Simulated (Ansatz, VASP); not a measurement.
## Two plane-wave programs on BaO

```
CELL_PARAMETERS angstrom
0.00000 2.78666 2.78666
2.78666 0.00000 2.78666
2.78666 2.78666 0.00000
ATOMIC_POSITIONS crystal
Ba 0.00000 0.00000 0.00000
O 0.50000 0.50000 0.50000
```

Alike in both runs: functional PBE; k mesh 8 × 8 × 8; occupations gaussian, width 0.02 eV; no spin polarisation.

Ansatz relaxed the structure, and its values are those at the end. VASP's run is a single point on that final structure, the one shown.

|  | VASP | Ansatz |
| --- | --- | --- |
| version | VASP 6.6.1 | Ansatz 0.2.0 |
| potentials or method | VASP PAW PBE potentials, release 64 (Ba_sv, O_h), cutoff 1340 eV | scalar-relativistic, plane waves, PAW |
| valence electrons in the cell | 16 | 16 |

|  | VASP | Ansatz | Ansatz less VASP |
| --- | --- | --- | --- |
| gap on the k mesh at the Fermi level (eV) | 2.04 | 2.10 | +0.063 |
| least direct gap on the mesh (eV) | 2.04 | 2.10 | +0.063 |
| pressure (GPa) | 1.5 | 0.0 | -1.50 |

Spin-orbit coupling is off throughout.
